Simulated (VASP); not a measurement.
# Nb (P1) in VASP: single point with r2SCAN+D3(BJ)

Aim: the single point of Nb with r2SCAN+D3(BJ).

Everything below comes from runs of VASP 6.6.1. Logs are shortened: lines on timing, memory, paths and dates and some standing lists are left out, and cuts for length are marked.

## (1) The cell of the first run

The typed cell holds 16 atoms: a = 6.915 Å, b = 6.915 Å, c = 6.915 Å, α = 90.00°, β = 90.00°, γ = 90.00°.

## (2) Single point, r2SCAN+D3(BJ)

Contents of POSCAR:

```
Nb
1.0
    6.9147510000      0.0000000000      0.0000000000
    0.0000000000      6.9147510000      0.0000000000
    0.0000000000      0.0000000000      6.9147510000
Nb
16
Direct
    0.0048447153     -0.0404352955      0.0004193933
    0.4970388666     -0.0139412106     -0.0065367502
    0.0112946945      0.4711811025     -0.0214758275
    0.0017643441     -0.0328717549      0.4750713366
    0.2672258191      0.2270942222      0.2626992642
    0.4930763234      0.5201633436     -0.0174843606
    0.4932354036      0.0008966339      0.5140893721
    0.7454498362      0.2059510169      0.2667196548
    0.0457572514      0.5003940127      0.5377489370
    0.2542246279      0.7153547539      0.2227701330
    0.2346866865      0.2353519310      0.7735347231
    0.5114283942      0.4865829587      0.4949563621
    0.7636139031      0.7365847302      0.2379405997
    0.7450593666      0.2354676257      0.7473587986
    0.2685563081      0.7418054533      0.7274159258
    0.7286162582      0.7431214804      0.7481108141
```

Contents of INCAR.step1:

```
ALGO = Normal ; EDIFF = 1E-4
ENCUT = 520 ; GGA = PE
ISMEAR = -1 ; LASPH = T
LCHARG = F ; LREAL = Auto
LWAVE = T ; NBANDS = 118
NELM = 100 ; PREC = Accurate
SIGMA = 0.17
```

Contents of INCAR.step2:

```
ALGO = Normal ; EDIFF = 1E-7
ENCUT = 520 ; ISIF = 2
ISMEAR = -1 ; ISTART = 1
IVDW = 12 ; LASPH = T
LCHARG = F ; LMIXTAU = T
LREAL = Auto ; LWAVE = F
METAGGA = R2SCAN ; NBANDS = 118
NELM = 100 ; PREC = Accurate
SIGMA = 0.17 ; VDW_A1 = 0.49484001
VDW_A2 = 5.73083694 ; VDW_S6 = 1.0
VDW_S8 = 0.78981345
```

Contents of KPOINTS:

```
k-points
0
Gamma
  2 2 2
```

Potentials or basis: VASP PAW PBE potentials, release 64 (Nb_sv).

Command:

```sh
$ cat potpaw_PBE.64/Nb_sv/POTCAR > POTCAR
$ cp INCAR.step1 INCAR
$ mpirun -np 1 vasp_std > vasp.out
$ cp INCAR.step2 INCAR
$ mpirun -np 1 vasp_std > vasp.out
```

OUTCAR:

```text
EDIFF = 1E-7
   ENCUT = 520
   ISIF = 2
   ISMEAR = -1
   ISTART = 1
   IVDW = 12
   LASPH = T
   LREAL = Auto
   METAGGA = R2SCAN
   NELM = 100
   PREC = Accurate
 IVDW          = 12

 ion  position               nearest neighbor table
   1  0.005  0.960  0.000-  13 2.80  10 2.86  11 2.94  16 2.99  15 3.03
   2  0.497  0.986  0.993-  16 2.87  11 2.93  15 2.96   5 2.96  14 2.97   8 2.97  10 2.97  13 3.04

   3  0.011  0.471  0.979-  11 2.66  10 2.92  14 2.93
   4  0.002  0.967  0.475-  13 2.82   8 2.82   5 2.96  15 2.98  10 3.02
   5  0.267  0.227  0.263-   7 2.81  12 2.94   4 2.96   2 2.96
   6  0.493  0.520  0.983-  10 2.70  16 2.77  15 2.81  13 2.98  11 3.03
   7  0.493  0.001  0.514-  15 2.79   5 2.81   8 2.82  14 2.87  16 2.91  11 3.01
   8  0.745  0.206  0.267-   4 2.82   7 2.82   2 2.97  12 2.98
   9  0.046  0.500  0.538-  15 2.62  11 2.78  10 3.01
  10  0.254  0.715  0.223-   6 2.70   1 2.86   3 2.92   2 2.97   9 3.01   4 3.02  12 3.03
  11  0.235  0.235  0.774-   3 2.66   9 2.78   2 2.93   1 2.94   7 3.01   6 3.03
  12  0.511  0.487  0.495-  16 2.91  15 2.92   5 2.94  14 2.94   8 2.98  13 3.03  10 3.03
  13  0.764  0.737  0.238-   1 2.80   4 2.82   6 2.98  12 3.03   2 3.04
  14  0.745  0.235  0.747-   7 2.87   3 2.93  12 2.94   2 2.97
  15  0.269  0.742  0.727-   9 2.62   7 2.79   6 2.81  12 2.92   2 2.96   4 2.98   1 3.03
  16  0.729  0.743  0.748-   6 2.77   2 2.87   7 2.91  12 2.91   1 2.99

  LATTYP: Found a simple cubic cell.
 ALAT       =     6.9147510000

  Lattice vectors:

 A1 = (   6.9147510000,   0.0000000000,   0.0000000000)
 A2 = (   0.0000000000,   6.9147510000,   0.0000000000)
 A3 = (   0.0000000000,   0.0000000000,   6.9147510000)

Analysis of symmetry for initial positions (statically):
=====================================================================
 Subroutine PRICEL returns:
 Original cell was already a primitive cell.

 Routine SETGRP: Setting up the symmetry group for a
 simple cubic supercell.

 Subroutine GETGRP returns: Found  1 space group operations
 (whereof  1 operations were pure point group operations)
 out of a pool of 48 trial point group operations.

The static configuration has the point symmetry C_1 .

Analysis of symmetry for dynamics (positions and initial velocities):
=====================================================================
 Subroutine PRICEL returns:
 Original cell was already a primitive cell.

 Routine SETGRP: Setting up the symmetry group for a
 simple cubic supercell.

 Subroutine GETGRP returns: Found  1 space group operations
 (whereof  1 operations were pure point group operations)
 out of a pool of 48 trial point group operations.

The dynamic configuration has the point symmetry C_1 .

 Subroutine INISYM returns: Found  1 space group operations
 (whereof  1 operations are pure point group operations),
 and found     1 'primitive' translations

----------------------------------------------------------------------------------------

                                     Primitive cell

  volume of cell :     330.6204

  direct lattice vectors                    reciprocal lattice vectors
     6.914751000  0.000000000  0.000000000     0.144618367  0.000000000  0.000000000
     0.000000000  6.914751000  0.000000000     0.000000000  0.144618367  0.000000000
     0.000000000  0.000000000  6.914751000     0.000000000  0.000000000  0.144618367

  length of vectors
     6.914751000  6.914751000  6.914751000     0.144618367  0.144618367  0.144618367

  position of ions in fractional coordinates (direct lattice)
     0.004844715  0.959564705  0.000419393
     0.497038867  0.986058789  0.993463250
     0.011294695  0.471181102  0.978524173
     0.001764344  0.967128245  0.475071337
     0.267225819  0.227094222  0.262699264
     0.493076323  0.520163344  0.982515639
[... 8 lines left out ...]
     0.268556308  0.741805453  0.727415926
     0.728616258  0.743121480  0.748110814

  ion indices of the primitive-cell ions
   primitive index   ion index
                 1           1
                 2           2
                 3           3
                 4           4
                 5           5
                 6           6
[... 8 lines left out ...]
                15          15
                16          16

----------------------------------------------------------------------------------------

 KPOINTS: k-points

Automatic generation of k-mesh.
 Grid dimensions read from file:
 generate k-points for:    2    2    2

 Generating k-lattice:

  Cartesian coordinates                     Fractional coordinates (reciprocal lattice)
     0.072309184  0.000000000  0.000000000     0.500000000  0.000000000  0.000000000
     0.000000000  0.072309184  0.000000000     0.000000000  0.500000000  0.000000000
     0.000000000  0.000000000  0.072309184     0.000000000  0.000000000  0.500000000

  Length of vectors
     0.072309184  0.072309184  0.072309184

  Shift w.r.t. Gamma in fractional coordinates (k-lattice)
     0.000000000  0.000000000  0.000000000

 Subroutine IBZKPT returns following result:
 ===========================================

 Found      8 irreducible k-points:

 Following reciprocal coordinates:
            Coordinates               Weight
  0.000000  0.000000  0.000000      1.000000
  0.500000  0.000000  0.000000      1.000000
  0.000000  0.500000  0.000000      1.000000
  0.000000  0.000000  0.500000      1.000000
  0.500000  0.500000  0.000000      1.000000
  0.000000  0.500000  0.500000      1.000000
  0.500000  0.000000  0.500000      1.000000
  0.500000  0.500000  0.500000      1.000000
   k-points           NKPTS =      8   k-points in BZ     NKDIM =      8   number of bands    NBANDS=    118
   number of dos      NEDOS =    301   number of ions     NIONS =     16
   total plane-waves  NPLWV = 157464
   dimension x,y,z NGX =    54 NGY =   54 NGZ =   54
   dimension x,y,z NGXF=   108 NGYF=  108 NGZF=  108
   ions per type =              16
   NGX,Y,Z   is equivalent  to a cutoff of  12.98, 12.98, 12.98 a.u.
   NGXF,Y,Z  is equivalent  to a cutoff of  25.97, 25.97, 25.97 a.u.
 SYSTEM =  unknown system
   PREC   = accura    normal or accurate (medium, high low for compatibility)
   ISTART =      1    job   : 0-new  1-cont  2-samecut
   ICHARG =      0    charge: 1-file 2-atom 10-const
   ISPIN  =      1    spin polarized calculation?
   LNONCOLLINEAR =      F non collinear calculations
   LSORBIT =      F    spin-orbit coupling
   LASPH  =      T    aspherical Exc in radial PAW
   ENCUT  =  520.0 eV  38.22 Ry    6.18 a.u.  12.86 12.86 12.86*2*pi/ulx,y,z
   NELM   =    100;   NELMIN=  2; NELMDL=  0     # of ELM steps
   EDIFF  = 0.1E-06   stopping-criterion for ELM
   LREAL  =      T    real-space projection
   EDIFFG = 0.1E-05   stopping-criterion for IOM
   NSW    =      0    number of steps for IOM
   IBRION =     -1    ionic relax: 0-MD 1-quasi-New 2-CG
   NFREE  =      0    steps in history (QN), initial steepest desc. (CG)
   ISIF   =      2    stress and relaxation
   ISYM   =      2    0-nonsym 1-usesym 2-fastsym
   POTIM  = 0.5000    time-step for ionic-motion
   TEBEG  =    0.0;   TEEND  =   0.0 temperature during run
   PSTRESS=    0.0 pullay stress
   NELECT =     208.0000    total number of electrons
   NUPDOWN=      -1.0000    fix difference up-down
   EMIN   =  10.00;   EMAX   =-10.00  energy-range for DOS
   EFERMI =   0.00;   METHOD = LEGACY
   ISMEAR =    -1;   SIGMA  =   0.17  broadening in eV -4-tet -1-fermi 0-gaus
   EFERMI_NEDOS =   21; number of points for ismear=-14 and -15
   IALGO  =     38    algorithm
   IMIX   =      4    mixing-type and parameters
     AMIX     =   0.40;   BMIX     =  1.00
     AMIX_MAG =   1.60;   BMIX_MAG =  1.00
  volume/ion in A,a.u.               =      20.66       139.45
  Fermi-wavevector in a.u.,A,eV,Ry     =   1.402769  2.650848 26.773000  1.967760
  Thomas-Fermi vector in A             =   2.525497
   LORBIT       =      0    0 simple, 1 ext, 2 COOP (PROOUT), +10 PAW based schemes
   METAGGA = R2SCAN    functional components
   LHFCALC =     F    Hartree Fock is set to
   AEXX    =    0.0000 exact exchange contribution
   IVDW    =    12    specifies the selected vdW correction
   LEPSILON=     F    determine dielectric tensor
   LRPA    =     F    only Hartree local field effects (RPA)
 non-spin polarized calculation
  energy-cutoff  :      520.00
  volume of cell :      330.62
 maximum number of plane-waves:      9008
 NGX is ok and might be reduce to    54
   NGX = 25   NGY = 25   NGZ = 25

 number of electron     208.0000006 magnetization

 Free energy of the ion-electron system (eV)
  ---------------------------------------------------
  ext. energy  EPLUGINS =         0.00000000
  ---------------------------------------------------
  free energy    TOTEN  =      -394.82450246 eV

  energy without entropy =     -393.02987302  energy(sigma->0) =     -393.92718774

 E-fermi :   9.4293     XC(G=0): -12.8138

 val. band max:        9.4217203343   @ k =   0.5000   0.0000   0.5000
 cond. band min:       9.4504766715   @ k =   0.5000   0.5000   0.0000
 fundamental gap:      0.0287563372
 Fermi energy:         9.4292940177

 k-point     1 :       0.0000    0.0000    0.0000
  band No.  band energies     occupation
      1     -47.1216      2.00000
      2     -47.0596      2.00000
      3     -47.0177      2.00000
      4     -46.9978      2.00000
      5     -46.9947      2.00000
      6     -46.9357      2.00000
[... 108 lines left out ...]
    115      10.9835      0.00021
    116      11.0603      0.00014

 k-point     2 :       0.5000    0.0000    0.0000
  band No.  band energies     occupation
      1     -47.1113      2.00000
      2     -47.0511      2.00000
      3     -47.0372      2.00000
      4     -47.0009      2.00000
      5     -46.9931      2.00000
      6     -46.9468      2.00000
[... 108 lines left out ...]
    115      11.0596      0.00014
    116      11.1363      0.00009

 k-point     3 :       0.0000    0.5000    0.0000
  band No.  band energies     occupation
      1     -47.1125      2.00000
      2     -47.0538      2.00000
      3     -47.0280      2.00000
      4     -47.0109      2.00000
      5     -46.9910      2.00000
      6     -46.9328      2.00000
[... 108 lines left out ...]
    115      11.1335      0.00009
    116      11.2210      0.00005

 k-point     4 :       0.0000    0.0000    0.5000
  band No.  band energies     occupation
      1     -47.1118      2.00000
      2     -47.0576      2.00000
      3     -47.0261      2.00000
      4     -47.0046      2.00000
      5     -46.9943      2.00000
      6     -46.9428      2.00000
[... 108 lines left out ...]
    115      11.0008      0.00019
    116      11.2121      0.00006

 k-point     5 :       0.5000    0.5000    0.0000
  band No.  band energies     occupation
      1     -47.1080      2.00000
      2     -47.0419      2.00000
      3     -47.0300      2.00000
      4     -47.0187      2.00000
      5     -46.9926      2.00000
      6     -46.9485      2.00000
[... 108 lines left out ...]
    115      11.0043      0.00019
    116      11.2210      0.00005

 k-point     6 :       0.0000    0.5000    0.5000
  band No.  band energies     occupation
      1     -47.1084      2.00000
      2     -47.0486      2.00000
      3     -47.0165      2.00000
      4     -47.0153      2.00000
      5     -47.0044      2.00000
      6     -46.9481      2.00000
[... 108 lines left out ...]
    115      10.8675      0.00042
    116      11.0668      0.00013

 k-point     7 :       0.5000    0.0000    0.5000
  band No.  band energies     occupation
      1     -47.1069      2.00000
      2     -47.0456      2.00000
      3     -47.0316      2.00000
      4     -47.0085      2.00000
      5     -46.9990      2.00000
      6     -46.9485      2.00000
[... 108 lines left out ...]
    115      10.8397      0.00050
    116      11.0585      0.00014

 k-point     8 :       0.5000    0.5000    0.5000
  band No.  band energies     occupation
      1     -47.1053      2.00000
      2     -47.0426      2.00000
      3     -47.0239      2.00000
      4     -47.0126      2.00000
      5     -46.9981      2.00000
      6     -46.9458      2.00000
[... 108 lines left out ...]
    115      11.8786      0.00000
    116      11.9617      0.00000
 [bands above 116 left out]

------------------------ aborting loop because EDIFF is reached ----------------------------------------

 Edisp (eV)   -4.84631

 E8    (eV) :    -1.9003

  FORCE on cell =-STRESS in cart. coord.  units (eV):
  Direction    XX          YY          ZZ          XY          YZ          ZX
  --------------------------------------------------------------------------------------
  -------------------------------------------------------------------------------------
  Total     -37.06826   -37.63282   -37.16415     0.09914     0.06211     0.21615
  in kB    -179.63179  -182.36762  -180.09647     0.48045     0.30097     1.04747
  external pressure =     -180.70 kB  Pullay stress =        0.00 kB

 VOLUME and BASIS-vectors are now :
 -----------------------------------------------------------------------------
  energy-cutoff  :      520.00
  volume of cell :      330.62
      direct lattice vectors                 reciprocal lattice vectors
     6.914751000  0.000000000  0.000000000     0.144618367  0.000000000  0.000000000
     0.000000000  6.914751000  0.000000000     0.000000000  0.144618367  0.000000000
     0.000000000  0.000000000  6.914751000     0.000000000  0.000000000  0.144618367

 POSITION                                       TOTAL-FORCE (eV/Angst)
 -----------------------------------------------------------------------------------
      0.03350      6.63515      0.00290        -0.625022      0.796146     -0.034671
      3.43690      6.81835      6.86955         0.047546      0.155746      0.366973
      0.07810      3.25810      6.76625        -0.519759      0.335344      0.945059
      0.01220      6.68745      3.28500         0.028874      0.418981      1.009007
      1.84780      1.57030      1.81650        -0.545700      0.216637     -0.506700
      3.40950      3.59680      6.79385         0.800944     -1.835053      0.786285
[... 8 lines left out ...]
      1.85700      5.12940      5.02990        -0.698872      0.133522      0.943986
      5.03820      5.13850      5.17300         1.227761     -0.094634     -0.482054
 -----------------------------------------------------------------------------------
    total drift:                                0.000088      0.001450      0.001793

  FREE ENERGIE OF THE ION-ELECTRON SYSTEM (eV)
  ---------------------------------------------------
  free  energy   TOTEN  =      -399.6708162058 eV

  energy  without entropy=     -397.8761867696  energy(sigma->0) =     -398.77350149
```

It took 30 min on 1 thread of Intel Xeon Platinum 8488C (Sapphire Rapids), shared host; peak memory 0.53 GiB.

Results:

```
Free energy                : -399.6708 eV
Pressure                   : -18.1 GPa
Largest force              : 2.682 eV/Å
Band gap on the k mesh     : zero (bands 104 and 105 overlap by 1.34 eV)
Dispersion energy per atom : -0.303 eV
```

Forces in eV/Å, atoms in the order of the input:
```
Nb  -0.625  0.796 -0.035
Nb   0.048  0.156  0.367
Nb  -0.520  0.335  0.945
Nb   0.029  0.419  1.009
Nb  -0.546  0.217 -0.507
Nb   0.801 -1.835  0.786
Nb   0.619 -0.318 -1.102
Nb   0.352  0.769 -0.345
Nb  -1.712 -1.083 -1.756
Nb   0.187  0.738  0.821
Nb   1.046 -0.155 -1.063
Nb  -0.156  0.121  0.097
Nb  -0.246 -0.275 -0.046
Nb   0.194  0.076  0.366
Nb  -0.699  0.134  0.944
Nb   1.228 -0.095 -0.482
```

Stress tensor (GPa, compression positive):
```
-17.96   0.05   0.10
  0.05 -18.24   0.03
  0.10   0.03 -18.01
```

Levels at points of the mesh, in eV from the Fermi level:
```csv
k point,band 102,band 103,band 104,band 105,band 106,band 107
"(0.00, 0.00, 0.00)",0.42,0.53,0.61,0.64,0.70,0.81
"(0.50, 0.00, 0.00)",-0.03,0.07,0.12,0.18,0.24,0.35
"(0.00, 0.50, 0.00)",-0.02,0.13,0.15,0.20,0.26,0.29
"(0.00, 0.00, 0.50)",-0.06,0.12,0.12,0.22,0.30,0.32
"(0.50, 0.50, 0.00)",-0.42,-0.36,-0.28,-0.21,-0.15,0.02
"(0.00, 0.50, 0.50)",-0.41,-0.38,-0.37,-0.24,-0.10,0.10
"(0.50, 0.00, 0.50)",-0.34,-0.31,-0.30,-0.10,-0.04,-0.01
"(0.50, 0.50, 0.50)",-0.86,-0.81,-0.78,-0.73,-0.68,-0.59
```

Caveat: the k points lie up to 0.45 Å⁻¹ apart, too coarse for converged energies and pressures of a metal; the atoms stand as in a frame of molecular dynamics; the PAW data sets were made with another functional, which shifts forces and pressure a little.

The gap in the log of VASP goes by the Fermi energy; the results here count the filled bands.